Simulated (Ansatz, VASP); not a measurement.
# W: VASP beside Ansatz

```xyz
1
Lattice="-1.5574 1.5574 1.6772 1.5574 -1.5574 1.6772 1.5574 1.5574 -1.6772" Properties=species:S:1:pos:R:3 pbc="T T T"
W     0.0000    0.0000    0.0000
```

Change from the starting cell: strain -0.025 along x and y, +0.050 along z, atoms carried along.

Alike in both runs: task single point; functional PBEsol; k mesh 20 × 20 × 20; occupations gaussian, width 0.15 eV; no spin polarisation.

|  | VASP | Ansatz |
| --- | --- | --- |
| version | VASP 6.6.1 | Ansatz 0.2.0 |
| potentials or method | VASP PAW PBE potentials, release 64 (W_sv), cutoff 520 eV | scalar-relativistic, plane waves, PAW |
| valence electrons in the cell | 14 | 14 |

Ansatz gave:

| Property | Result |
| --- | --- |
| gap on the k mesh at the Fermi level (eV) | none |
| pressure (GPa) | -10.2 |
| traceless stress, the component that is largest in VASP (GPa) | -13.74 |

Problem. Estimate VASP's values.

Solution. gap on the k mesh at the Fermi level (eV): none; pressure (GPa): -9.7; traceless stress, the component that is largest in VASP (GPa): -13.73.

VASP's potentials were made for PBE, not for PBEsol. A gap of «none» marks a metal or a gap that the smearing closes.

Spin-orbit coupling is off throughout.
